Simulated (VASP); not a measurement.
# Ta4C3 (Cm) in VASP: single point with PBEsol

Aim: the single point of Ta4C3 with PBEsol.

All numbers are computed with VASP 6.6.1; they aren't measurements. Logs are shortened: lines on timing, memory, paths and dates and some standing lists are left out, and cuts for length are marked.

## 1. The cell of the first run

It takes space group Cm (No. 8, monoclinic). Conventional cell: a = 6.226 Å, b = 6.226 Å, c = 9.046 Å, α = 90.00°, β = 103.26°, γ = 90.00°. Ta (site symmetry m) has 5 C at 2.20 to 2.43 Å and 2 Ta at 2.75 Å within 2.9 Å. Ta (site symmetry m) has 4 C at 2.20 Å within 2.9 Å. Within 2.9 Å of Ta (site symmetry 1) lie 4 C at 2.20 to 2.43 Å and 2 Ta at 2.75 Å. Ta (site symmetry 1) has 4 C at 2.20 Å within 2.9 Å. Within 2.9 Å of Ta (site symmetry m) lie 6 C at 2.20 Å. Within 2.9 Å of Ta (site symmetry m) lie 5 C at 2.20 Å and 2 Ta at 2.75 Å. C (site symmetry m) has 6 Ta at 2.20 to 2.43 Å and 2 C at 2.75 Å within 2.9 Å. C (site symmetry m) has 6 Ta at 2.20 Å within 2.9 Å.

## 2. Single point, PBEsol (the part above a cut slid along it)

INCAR reads:

```
SYSTEM = Ta4C3
PREC = Accurate ; ENCUT = 520
EDIFF = 1E-6 ; ISMEAR = 0
SIGMA = 0.15 ; LREAL = .False.
LASPH = .True. ; NELM = 80
ALGO = Fast ; ISIF = 2
LWAVE = .False. ; LCHARG = .True.
GGA = PS ; LELF = .True.
LVHAR = .True. ; NBANDS = 69
```

KPOINTS reads:

```
Automatic mesh
0
Gamma
  9 9 5
  0 0 0
```

POSCAR reads:

```
Ta4C3
1.0
    0.0000000000     -4.4026022057      0.0000000000
    0.0000000000      0.0000000000     -4.4026022057
    8.8052044115     -1.4673873152      1.4673873152
Ta C
8 6
Direct
    0.2083625000      0.7916375000      0.8750000000
    0.3750125000      0.6249875000      0.3750000000
    0.9583375000      0.5416625000      0.1250000000
    0.7916875000      0.7083125000      0.6250000000
    0.4583375000      1.0416625000      0.1250000000
    0.2916875000      1.2083125000      0.6250000000
   -0.1249875000      0.1249875000      0.3750000000
   -0.2916375000      0.2916375000      0.8750000000
   -0.0416625000      1.0416625000      0.1250000000
   -0.2083125000      1.2083125000      0.6250000000
    0.2083625000      1.2916375000      0.8750000000
    0.3750125000      1.1249875000      0.3750000000
   -0.2916375000      0.7916375000      0.8750000000
   -0.1249875000      0.6249875000      0.3750000000
```

Potentials or basis: VASP PAW PBE potentials, release 64 (Ta_pv, C).

On the command line:

```sh
cat potpaw_PBE.64/Ta_pv/POTCAR potpaw_PBE.64/C/POTCAR > POTCAR
mpirun -np 1 vasp_std > vasp.out
```

OUTCAR:

```text
SYSTEM = Ta4C3
   PREC = Accurate
   ENCUT = 520
   EDIFF = 1E-6
   ISMEAR = 0
   LREAL = .False.
   LASPH = .True.
   NELM = 80
   ISIF = 2
   GGA = PS

 ion  position               nearest neighbor table
   1  0.208  0.792  0.875-  11 2.20  13 2.20  11 2.20  13 2.20   9 2.43   5 2.75   3 2.75   8 3.11
                             8 3.11   8 3.11   8 3.11   6 3.11   4 3.11   4 3.11   6 3.11
   2  0.375  0.625  0.375-  12 2.20  14 2.20  12 2.20  14 2.20   7 3.11   7 3.11   7 3.11   7 3.11
                             4 3.11   6 3.11   3 3.11   5 3.11   3 3.11   5 3.11   4 3.11   6 3.11
   3  0.958  0.542  0.125-   9 2.20   9 2.20  14 2.20  11 2.43   1 2.75   8 2.75   5 3.11   5 3.11
                             5 3.11   5 3.11   7 3.11   2 3.11   7 3.11   2 3.11
   4  0.792  0.708  0.625-  10 2.20  10 2.20  14 2.20  13 2.20   6 3.11   6 3.11   6 3.11   6 3.11
                             7 3.11   2 3.11   8 3.11   1 3.11   8 3.11   1 3.11   2 3.11   7 3.11
   5  0.458  0.042  0.125-   9 2.20   9 2.20  12 2.20  13 2.43   1 2.75   8 2.75   3 3.11   3 3.11
                             3 3.11   3 3.11   2 3.11   7 3.11   7 3.11   2 3.11
   6  0.292  0.208  0.625-  10 2.20  10 2.20  12 2.20  11 2.20   4 3.11   4 3.11   4 3.11   4 3.11
                             7 3.11   2 3.11   1 3.11   8 3.11   8 3.11   1 3.11   2 3.11   7 3.11
   7  0.875  0.125  0.375-  12 2.20  14 2.20  14 2.20  12 2.20   9 2.20  10 2.20   2 3.11   2 3.11
                             2 3.11   2 3.11   4 3.11   6 3.11   3 3.11   5 3.11   5 3.11   3 3.11
   8  0.708  0.292  0.875-  11 2.20  13 2.20  13 2.20  11 2.20  10 2.20   5 2.75   3 2.75   1 3.11
                             1 3.11   1 3.11   1 3.11   6 3.11   4 3.11   6 3.11   4 3.11
   9  0.958  0.042  0.125-   3 2.20   5 2.20   3 2.20   5 2.20   7 2.20   1 2.43
  10  0.792  0.208  0.625-   4 2.20   6 2.20   4 2.20   6 2.20   7 2.20   8 2.20
  11  0.208  0.292  0.875-   1 2.20   8 2.20   1 2.20   8 2.20   6 2.20   3 2.43
  12  0.375  0.125  0.375-   2 2.20   7 2.20   2 2.20   7 2.20   6 2.20   5 2.20
  13  0.708  0.792  0.875-   1 2.20   8 2.20   8 2.20   1 2.20   4 2.20   5 2.43
  14  0.875  0.625  0.375-   2 2.20   7 2.20   7 2.20   2 2.20   4 2.20   3 2.20

  LATTYP: Found a base centered monoclinic cell.
 ALAT       =     6.2262197490
 B/A-ratio  =     1.0000000000
 C/A-ratio  =     1.4529586677
 COS(beta)  =    -0.2293939996

  Lattice vectors:

 A1 = (   0.0000000000,   0.0000000000,  -4.4026022057)
 A2 = (   0.0000000000,   4.4026022057,   0.0000000000)
 A3 = (   8.8052044115,  -1.4673873152,   1.4673873152)

Analysis of symmetry for initial positions (statically):
=====================================================================
 Subroutine PRICEL returns:
 Original cell was already a primitive cell.

 Routine SETGRP: Setting up the symmetry group for a
[... 167 lines left out ...]
  Thomas-Fermi vector in A             =   2.543321
   LORBIT       =      0    0 simple, 1 ext, 2 COOP (PROOUT), +10 PAW based schemes
   GGA     = PS    functional components
   LHFCALC =     F    Hartree Fock is set to
   AEXX    =    0.0000 exact exchange contribution
   IVDW    =     0    specifies the selected vdW correction
   LEPSILON=     F    determine dielectric tensor
   LRPA    =     F    only Hartree local field effects (RPA)
 non-spin polarized calculation
 RMM-DIIS sequential band-by-band and
 Gauss-broadening in eV      SIGMA  =   0.15
  energy-cutoff  :      520.00
  volume of cell :      170.67
 maximum number of plane-waves:      4624
 NGX is ok and might be reduce to    36
   NGX = 17   NGY = 17   NGZ = 33

 number of electron     112.0000014 magnetization

 Free energy of the ion-electron system (eV)
  ---------------------------------------------------
  ext. energy  EPLUGINS =         0.00000000
  ---------------------------------------------------
  free energy    TOTEN  =      -162.87304389 eV

  energy without entropy =     -162.77880803  energy(sigma->0) =     -162.82592596

 E-fermi :   7.1637     XC(G=0): -13.1070

 val. band max:        7.1619129539   @ k =   0.1111   0.2222   0.2000
 cond. band min:       7.1662528036   @ k =   0.3333   0.1111   0.2000
 fundamental gap:      0.0043398497
 Fermi energy:         7.1637408044

 k-point     1 :       0.0000    0.0000    0.0000
  band No.  band energies     occupation
      1     -28.0422      2.00000
      2     -28.0281      2.00000
      3     -28.0025      2.00000
      4     -27.8339      2.00000
      5     -27.7387      2.00000
      6     -27.6970      2.00000
[... 1693 lines left out ...]
     67      10.6399      0.00000
     68      10.7954      0.00000

 [... further k-points ...]

 [bands above 68 left out]

------------------------ aborting loop because EDIFF is reached ----------------------------------------

  FORCE on cell =-STRESS in cart. coord.  units (eV):
  Direction    XX          YY          ZZ          XY          YZ          ZX
  --------------------------------------------------------------------------------------
  -------------------------------------------------------------------------------------
  Total        3.5619328      2.7512662      2.7512662     -5.7998989      4.5639281      5.7998987
  in kB       33.4378214     25.8276482     25.8276482    -54.4468384     42.8441014     54.4468365
  external PRESSURE =      28.3643726 kB  Pullay stress =       0.0000000 kB

 VOLUME and BASIS-vectors are now :
 -----------------------------------------------------------------------------
  energy-cutoff  :      520.00
  volume of cell :      170.67
      direct lattice vectors                 reciprocal lattice vectors
     0.000000000 -4.402602206  0.000000000    -0.037852614 -0.227138395  0.000000000
     0.000000000  0.000000000 -4.402602206     0.037852614  0.000000000 -0.227138395
     8.805204412 -1.467387315  1.467387315     0.113569198  0.000000000  0.000000000

 POSITION                                       TOTAL-FORCE (eV/Angst)
 -----------------------------------------------------------------------------------
      7.70455     -2.20130     -2.20130        -1.586764      0.678760     -0.678760
      3.30195     -2.20130     -2.20130        -0.079357      0.114066     -0.114066
      1.10065     -4.40260     -2.20130         1.795929     -0.965805      0.958662
      5.50325     -4.40260     -2.20130         0.060892     -0.109583     -0.023617
      1.10065     -2.20130      0.00000         1.795929     -0.958662      0.965805
      5.50325     -2.20130      0.00000         0.060892      0.023617      0.109583
      3.30195     -4.40260      0.00000        -0.045788     -0.085212      0.085212
      7.70455     -4.40260      0.00000        -3.702741      0.666500     -0.666500
      1.10065     -4.40260      0.00000        -0.122471     -0.857055      0.857055
      5.50325     -4.40260      0.00000         0.240254      0.010116     -0.010116
      7.70455     -2.20130      0.00000         0.758581      0.337322     -1.082873
      3.30195     -2.20130      0.00000         0.033032     -0.001610     -0.064673
      7.70455     -4.40260     -2.20130         0.758581      1.082873     -0.337322
      3.30195     -4.40260     -2.20130         0.033032      0.064673      0.001610
 -----------------------------------------------------------------------------------
    total drift:                                0.000101     -0.000046      0.000046

  FREE ENERGIE OF THE ION-ELECTRON SYSTEM (eV)
  ---------------------------------------------------
  free  energy   TOTEN  =      -162.8730438856 eV

  energy  without entropy=     -162.7788080260  energy(sigma->0) =     -162.82592596
```

OSZICAR:

```text
N       E                     dE             d eps       ncg     rms          rms(c)
DAV:   1     0.112362123598E+04    0.11236E+04   -0.60245E+04 15870   0.170E+03
DAV:   2    -0.977550015636E+02   -0.12214E+04   -0.11779E+04 17139   0.506E+02
DAV:   3    -0.180457574339E+03   -0.82703E+02   -0.79797E+02 19648   0.116E+02
DAV:   4    -0.183130180436E+03   -0.26726E+01   -0.26261E+01 18932   0.191E+01
DAV:   5    -0.183208500087E+03   -0.78320E-01   -0.78050E-01 19604   0.293E+00    0.635E+01
RMM:   6    -0.162798095157E+03    0.20410E+02   -0.84870E+01 20571   0.250E+01    0.276E+01
RMM:   7    -0.162937263067E+03   -0.13917E+00   -0.13682E+01 21115   0.106E+01    0.108E+01
RMM:   8    -0.162937278298E+03   -0.15231E-04   -0.24671E+00 20902   0.449E+00    0.204E+00
RMM:   9    -0.162870866310E+03    0.66412E-01   -0.56217E-01 20830   0.213E+00    0.771E-01
RMM:  10    -0.162872825112E+03   -0.19588E-02   -0.11793E-01 22518   0.962E-01    0.429E-01
RMM:  11    -0.162873335432E+03   -0.51032E-03   -0.19368E-02 21194   0.430E-01    0.249E-01
RMM:  12    -0.162872996565E+03    0.33887E-03   -0.55926E-03 21274   0.238E-01    0.127E-01
RMM:  13    -0.162873030905E+03   -0.34340E-04   -0.14577E-03 22425   0.116E-01    0.618E-02
RMM:  14    -0.162873044795E+03   -0.13890E-04   -0.31637E-04 21851   0.548E-02    0.224E-02
RMM:  15    -0.162873042559E+03    0.22358E-05   -0.63955E-05 21007   0.278E-02    0.508E-03
RMM:  16    -0.162873043757E+03   -0.11977E-05   -0.18415E-05 18409   0.141E-02    0.260E-03
RMM:  17    -0.162873043886E+03   -0.12865E-06   -0.42625E-06 13915   0.572E-03
   1 F= -.16287304E+03 E0= -.16282593E+03  d E =-.942359E-01
```

stdout:

```text
POSCAR found type information on POSCAR TaC
 POSCAR found :  2 types and      14 ions
 scaLAPACK will be used
 -----------------------------------------------------------------------------
|                                                                             |
|                                                                             |
|     You enforced a specific xc type in the INCAR file but a different       |
|     I HOPE YOU KNOW WHAT YOU ARE DOING!                                     |
|                                                                             |
 -----------------------------------------------------------------------------

 LDA part: xc-table for (Slater+PW92), standard interpolation
 POSCAR, INCAR and KPOINTS ok, starting setup
 FFT: planning ... GRIDC
 FFT: planning ... GRID_SOFT
 FFT: planning ... GRID
 WAVECAR not read
 entering main loop
```

It took 83 min on 1 thread of Oxide Virtual Turin-like, shared host; peak memory 0.91 GiB.

What came out:

* Free energy: -162.8730 eV
* Pressure: 2.8 GPa
* Largest force: 3.821 eV/Å
* Band gap on the k mesh: zero (bands 56 and 57 overlap by 0.76 eV)

Forces in eV/Å, atoms in the order of the input:
```
Ta  -1.587  0.679 -0.679
Ta  -0.079  0.114 -0.114
Ta   1.796 -0.966  0.959
Ta   0.061 -0.110 -0.024
Ta   1.796 -0.959  0.966
Ta   0.061  0.024  0.110
Ta  -0.046 -0.085  0.085
Ta  -3.703  0.666 -0.666
C   -0.122 -0.857  0.857
C    0.240  0.010 -0.010
C    0.759  0.337 -1.083
C    0.033 -0.002 -0.065
C    0.759  1.083 -0.337
C    0.033  0.065  0.002
```

Caveat: the cell differs from its parent crystal (the part above a cut slid along it); the PAW data sets were made with another functional, which shifts forces and pressure a little; spin-orbit coupling is left out, which moves the levels of the heavy elements.
